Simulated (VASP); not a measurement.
# ScBi2 (Fd-3m) in VASP: further runs, part 2 of 2

VASP 6.6.1. Earlier steps stand in the parts before.

**3. Single point, r2SCAN**

This run uses another cell than the first one, of 30.84 Å³/atom.

POSCAR reads:

```
ScBi2
1.0
    0.0000000000      4.5230027068      4.5230027068
    4.5230027068      0.0000000000      4.5230027068
    4.5230027068      4.5230027068      0.0000000000
Sc Bi
2 4
Direct
    0.0000000000      0.0000000000      0.0000000000
    0.2500000000      0.2500000000      0.2500000000
    0.6250000000      0.6250000000      0.6250000000
    0.1250000000      0.6250000000      0.6250000000
    0.6250000000      0.6250000000      0.1250000000
    0.6250000000      0.1250000000      0.6250000000
```

INCAR.step1 reads:

```
PREC = Accurate
ENCUT = 520
ISMEAR = 0
SIGMA = 0.1
LREAL = False
LASPH = True
NELM = 80
NBANDS = 50
GGA = PE
ALGO = Normal
EDIFF = 1E-4
LWAVE = True
LCHARG = False
```

INCAR.step2 reads:

```
PREC = Accurate
ENCUT = 520
EDIFF = 1E-6
ISMEAR = 0
SIGMA = 0.1
LREAL = False
LASPH = True
NELM = 80
ALGO = Normal
ISIF = 2
LWAVE = False
LCHARG = False
METAGGA = R2SCAN
LMIXTAU = True
NBANDS = 50
ISTART = 1
```

KPOINTS reads:

```
regular mesh
0
Gamma
  4 4 4
```

Potentials or basis: VASP PAW PBE potentials, release 64 (Sc_sv, Bi_d).

Started as:

```bash
$ cat potpaw_PBE.64/Sc_sv/POTCAR potpaw_PBE.64/Bi_d/POTCAR > POTCAR
$ cp INCAR.step1 INCAR
$ mpirun -np 1 vasp_std > vasp.out
$ cp INCAR.step2 INCAR
$ mpirun -np 1 vasp_std > vasp.out
```

OUTCAR:

```text
PREC = Accurate
   ENCUT = 520
   EDIFF = 1E-6
   ISMEAR = 0
   LREAL = False
   LASPH = True
   NELM = 80
   ISIF = 2
   METAGGA = R2SCAN
   ISTART = 1

 ion  position               nearest neighbor table
   1  0.000  0.000  0.000-
   2  0.250  0.250  0.250-
   3  0.625  0.625  0.625-   4 3.20   5 3.20   6 3.20   5 3.20   6 3.20   4 3.20
   4  0.125  0.625  0.625-   3 3.20   5 3.20   6 3.20   3 3.20   5 3.20   6 3.20
   5  0.625  0.625  0.125-   3 3.20   3 3.20   4 3.20   6 3.20   6 3.20   4 3.20
   6  0.625  0.125  0.625-   3 3.20   5 3.20   3 3.20   4 3.20   5 3.20   4 3.20

  LATTYP: Found a face centered cubic cell.
 ALAT       =     9.0460054136

  Lattice vectors:

 A1 = (   0.0000000000,   4.5230027068,   4.5230027068)
 A2 = (   4.5230027068,   0.0000000000,   4.5230027068)
 A3 = (   4.5230027068,   4.5230027068,   0.0000000000)

Analysis of symmetry for initial positions (statically):
=====================================================================
 Subroutine PRICEL returns:
 Original cell was already a primitive cell.

 Routine SETGRP: Setting up the symmetry group for a
 face centered cubic supercell.

 Subroutine GETGRP returns: Found 48 space group operations
 (whereof 24 operations were pure point group operations)
 out of a pool of 48 trial point group operations.

The static configuration has the point symmetry T_d .
 The point group associated with its full space group is O_h .

Analysis of symmetry for dynamics (positions and initial velocities):
=====================================================================
 Subroutine PRICEL returns:
 Original cell was already a primitive cell.

 Routine SETGRP: Setting up the symmetry group for a
 face centered cubic supercell.

 Subroutine GETGRP returns: Found 48 space group operations
 (whereof 24 operations were pure point group operations)
 out of a pool of 48 trial point group operations.

The dynamic configuration has the point symmetry T_d .
 The point group associated with its full space group is O_h .

 Subroutine INISYM returns: Found 48 space group operations
 (whereof 24 operations are pure point group operations),
 and found     1 'primitive' translations

----------------------------------------------------------------------------------------

                                     Primitive cell

  volume of cell :     185.0591

  direct lattice vectors                    reciprocal lattice vectors
     0.000000000  4.523002707  4.523002707    -0.110546032  0.110546032  0.110546032
     4.523002707  0.000000000  4.523002707     0.110546032 -0.110546032  0.110546032
     4.523002707  4.523002707  0.000000000     0.110546032  0.110546032 -0.110546032

  length of vectors
     6.396491771  6.396491771  6.396491771     0.191471343  0.191471343  0.191471343

  position of ions in fractional coordinates (direct lattice)
     0.000000000  0.000000000  0.000000000
     0.250000000  0.250000000  0.250000000
     0.625000000  0.625000000  0.625000000
     0.125000000  0.625000000  0.625000000
[... 32 lines left out ...]

 Subroutine IBZKPT returns following result:
 ===========================================

 Found      8 irreducible k-points:

 Following reciprocal coordinates:
            Coordinates               Weight
  0.000000  0.000000  0.000000      1.000000
  0.250000  0.000000  0.000000      8.000000
  0.500000  0.000000  0.000000      4.000000
  0.250000  0.250000  0.000000      6.000000
  0.500000  0.250000  0.000000     24.000000
 -0.250000  0.250000  0.000000     12.000000
  0.500000  0.500000  0.000000      3.000000
 -0.250000  0.500000  0.250000      6.000000
   k-points           NKPTS =      8   k-points in BZ     NKDIM =      8   number of bands    NBANDS=     50
   number of dos      NEDOS =    301   number of ions     NIONS =      6
   total plane-waves  NPLWV = 110592
   dimension x,y,z NGX =    48 NGY =   48 NGZ =   48
   dimension x,y,z NGXF=    96 NGYF=   96 NGZF=   96
   ions per type =               2   4
   NGX,Y,Z   is equivalent  to a cutoff of  12.48, 12.48, 12.48 a.u.
   NGXF,Y,Z  is equivalent  to a cutoff of  24.95, 24.95, 24.95 a.u.
 SYSTEM =  unknown system
   PREC   = accura    normal or accurate (medium, high low for compatibility)
   ISTART =      1    job   : 0-new  1-cont  2-samecut
   ICHARG =      0    charge: 1-file 2-atom 10-const
   ISPIN  =      1    spin polarized calculation?
   LNONCOLLINEAR =      F non collinear calculations
   LSORBIT =      F    spin-orbit coupling
   LASPH  =      T    aspherical Exc in radial PAW
   ENCUT  =  520.0 eV  38.22 Ry    6.18 a.u.  11.89 11.89 11.89*2*pi/ulx,y,z
   NELM   =     80;   NELMIN=  2; NELMDL=  0     # of ELM steps
   EDIFF  = 0.1E-05   stopping-criterion for ELM
   LREAL  =      F    real-space projection
   EDIFFG = 0.1E-04   stopping-criterion for IOM
   NSW    =      0    number of steps for IOM
   IBRION =     -1    ionic relax: 0-MD 1-quasi-New 2-CG
   NFREE  =      0    steps in history (QN), initial steepest desc. (CG)
   ISIF   =      2    stress and relaxation
   ISYM   =      2    0-nonsym 1-usesym 2-fastsym
   POTIM  = 0.5000    time-step for ionic-motion
   TEBEG  =    0.0;   TEEND  =   0.0 temperature during run
   PSTRESS=    0.0 pullay stress
   NELECT =      82.0000    total number of electrons
   NUPDOWN=      -1.0000    fix difference up-down
   EMIN   =  10.00;   EMAX   =-10.00  energy-range for DOS
   EFERMI =   0.00;   METHOD = LEGACY
   ISMEAR =     0;   SIGMA  =   0.10  broadening in eV -4-tet -1-fermi 0-gaus
   EFERMI_NEDOS =   21; number of points for ismear=-14 and -15
   IALGO  =     38    algorithm
   IMIX   =      4    mixing-type and parameters
     AMIX     =   0.40;   BMIX     =  1.00
     AMIX_MAG =   1.60;   BMIX_MAG =  1.00
  volume/ion in A,a.u.               =      30.84       208.14
  Fermi-wavevector in a.u.,A,eV,Ry     =   1.248081  2.358530 21.193863  1.557705
  Thomas-Fermi vector in A             =   2.382183
   LORBIT       =      0    0 simple, 1 ext, 2 COOP (PROOUT), +10 PAW based schemes
   METAGGA = R2SCAN    functional components
   LHFCALC =     F    Hartree Fock is set to
   AEXX    =    0.0000 exact exchange contribution
   IVDW    =     0    specifies the selected vdW correction
   LEPSILON=     F    determine dielectric tensor
   LRPA    =     F    only Hartree local field effects (RPA)
 non-spin polarized calculation
 Gauss-broadening in eV      SIGMA  =   0.10
  energy-cutoff  :      520.00
  volume of cell :      185.06
 maximum number of plane-waves:      4994
   NGX = 23   NGY = 23   NGZ = 23

 number of electron      81.9999998 magnetization

 Free energy of the ion-electron system (eV)
  ---------------------------------------------------
  ext. energy  EPLUGINS =         0.00000000
  ---------------------------------------------------
  free energy    TOTEN  =      -255.39066812 eV

  energy without entropy =     -255.35422421  energy(sigma->0) =     -255.37244616

 E-fermi :   6.6450     XC(G=0): -10.6219

 val. band max:        6.6077323581   @ k =   0.2500   0.2500   0.0000
 cond. band min:       6.7070030079   @ k =   0.5000   0.5000   0.0000
 fundamental gap:      0.0992706498
 Fermi energy:         6.6450101076

 k-point     1 :       0.0000    0.0000    0.0000
  band No.  band energies     occupation
      1     -46.4479      2.00000
      2     -46.4445      2.00000
      3     -24.0792      2.00000
      4     -24.0792      2.00000
      5     -24.0790      2.00000
      6     -24.0622      2.00000
[... 413 lines left out ...]
     49       7.8952      0.00000
     50       7.8952      0.00000

------------------------ aborting loop because EDIFF is reached ----------------------------------------

  FORCE on cell =-STRESS in cart. coord.  units (eV):
  Direction    XX          YY          ZZ          XY          YZ          ZX
  --------------------------------------------------------------------------------------
  -------------------------------------------------------------------------------------
  Total       -0.2165380     -0.2165380     -0.2165380      0.0000000      0.0000000      0.0000000
  in kB       -1.8747104     -1.8747104     -1.8747104      0.0000000      0.0000000      0.0000000
  external PRESSURE =      -1.8747104 kB  Pullay stress =       0.0000000 kB

 VOLUME and BASIS-vectors are now :
 -----------------------------------------------------------------------------
  energy-cutoff  :      520.00
  volume of cell :      185.06
      direct lattice vectors                 reciprocal lattice vectors
     0.000000000  4.523002707  4.523002707    -0.110546032  0.110546032  0.110546032
     4.523002707  0.000000000  4.523002707     0.110546032 -0.110546032  0.110546032
     4.523002707  4.523002707  0.000000000     0.110546032  0.110546032 -0.110546032

 POSITION                                       TOTAL-FORCE (eV/Angst)
 -----------------------------------------------------------------------------------
      0.00000      0.00000      0.00000         0.000000      0.000000     -0.000000
      2.26150      2.26150      2.26150        -0.000000     -0.000000      0.000000
      5.65375      5.65375      5.65375         0.000000     -0.000000     -0.000000
      5.65375      3.39225      3.39225         0.000000     -0.000000     -0.000000
      3.39225      3.39225      5.65375         0.000000     -0.000000     -0.000000
      3.39225      5.65375      3.39225         0.000000     -0.000000     -0.000000
 -----------------------------------------------------------------------------------
    total drift:                                0.000000      0.000000      0.000000

  FREE ENERGIE OF THE ION-ELECTRON SYSTEM (eV)
  ---------------------------------------------------
  free  energy   TOTEN  =      -255.3906681196 eV

  energy  without entropy=     -255.3542242053  energy(sigma->0) =     -255.37244616
```

Run time: 8.9 min. Hardware: 1 thread of Oxide Virtual Turin-like, shared host; peak memory 0.35 GiB.

What came out:

```
Free energy            : -255.3907 eV
Pressure               : -0.2 GPa
Band gap on the k mesh : zero (bands 41 and 42 overlap by 1.19 eV)
```

Levels at points of the mesh, in eV from the Fermi level:
| k point | band 37 | band 38 | band 39 | band 40 | band 41 | band 42 | band 43 | band 44 | band 45 | band 46 |
| --- | --- | --- | --- | --- | --- | --- | --- | --- | --- | --- |
| (0.00, 0.00, 0.00) | -3.36 | -3.36 | -1.53 | 0.15 | 0.15 | 0.15 | 1.38 | 1.38 | 1.65 | 1.65 |
| (0.50, 0.00, 0.00) | -1.75 | -1.75 | -1.52 | -1.52 | -0.89 | -0.59 | 0.88 | 0.90 | 0.90 | 1.31 |
| (0.50, 0.50, 0.00) | -1.65 | -1.65 | -1.31 | -1.31 | -1.04 | -1.04 | 0.06 | 0.06 | 0.93 | 0.93 |

Caveat: the PAW data sets were made with another functional, which shifts forces and pressure a little; spin-orbit coupling is left out, which moves the levels of the heavy elements.

**4. Single point, r2SCAN**

This run uses another cell than the first one, of 30.91 Å³/atom.

POSCAR reads:

```
ScBi2
1.0
    0.0000000000      4.5262471698      4.5262471698
    4.5262471698      0.0000000000      4.5262471698
    4.5262471698      4.5262471698      0.0000000000
Sc Bi
2 4
Direct
    0.5000000000      0.5000000000      0.5000000000
    0.7500000000      0.7500000000      0.7500000000
    0.1250000000      0.1250000000      0.1250000000
    0.6250000000      0.1250000000      0.1250000000
    0.1250000000      0.1250000000      0.6250000000
    0.1250000000      0.6250000000      0.1250000000
```

Changes to INCAR.step1 since step 3:

```diff
@@ -6,3 +6,3 @@
 LASPH = True
-NELM = 80
+NELM = 100
 NBANDS = 50
```

Changes to INCAR.step2 since step 3:

```diff
@@ -7,3 +7,3 @@
 LASPH = True
-NELM = 80
+NELM = 100
 ALGO = Normal
```

KPOINTS reads:

```
regular mesh
0
Gamma
  8 8 8
```

Started as:

```bash
$ cat potpaw_PBE.64/Sc_sv/POTCAR potpaw_PBE.64/Bi_d/POTCAR > POTCAR
$ cp INCAR.step1 INCAR
$ mpirun -np 1 vasp_std > vasp.out
$ cp INCAR.step2 INCAR
$ mpirun -np 1 vasp_std > vasp.out
```

Run time: 36 min. Hardware: 1 thread of Oxide Virtual Turin-like, shared host; peak memory 0.45 GiB.

Results (log left out):

| Item | Value |
| --- | --- |
| Free energy | -255.1002 eV |
| Pressure | 0.0 GPa |
| Band gap on the k mesh | zero (bands 41 and 42 overlap by 1.15 eV) |

Levels at points of the mesh, in eV from the Fermi level:
| k point | band 37 | band 38 | band 39 | band 40 | band 41 | band 42 | band 43 | band 44 | band 45 | band 46 |
| --- | --- | --- | --- | --- | --- | --- | --- | --- | --- | --- |
| (0.00, 0.00, 0.00) | -3.31 | -3.31 | -1.50 | 0.17 | 0.17 | 0.17 | 1.38 | 1.38 | 1.67 | 1.67 |
| (0.50, 0.00, 0.00) | -1.71 | -1.71 | -1.47 | -1.47 | -0.85 | -0.53 | 0.90 | 0.91 | 0.91 | 1.32 |
| (0.50, 0.50, 0.00) | -1.58 | -1.58 | -1.27 | -1.27 | -0.98 | -0.98 | 0.08 | 0.08 | 0.94 | 0.94 |

Caveat: the PAW data sets were made with another functional, which shifts forces and pressure a little; spin-orbit coupling is left out, which moves the levels of the heavy elements.

**5. The runs side by side**

```csv
cell,k mesh,gap on the mesh (eV),pressure (GPa)
"a = 6.132 Å, angles 60.0°, 6 atoms",4 × 4 × 4,none,9.0
"a = 6.396 Å, angles 60.0°, 6 atoms",4 × 4 × 4,none,-0.2
"a = 6.401 Å, angles 60.0°, 6 atoms",8 × 8 × 8,none,0.0
```

Alike in all rows: task single point; level r2SCAN; potentials or basis VASP PAW PBE potentials, release 64 (Sc_sv, Bi_d); no spin polarisation; cutoff (eV) 520; smearing gaussian 0.1 eV.

Caveats: the PAW data sets were made with another functional, which shifts forces and pressure a little; spin-orbit coupling is left out, which moves the levels of the heavy elements; the cell stands under pressure (at least some runs).

Absolute energies hang on the potentials; compare differences alone.
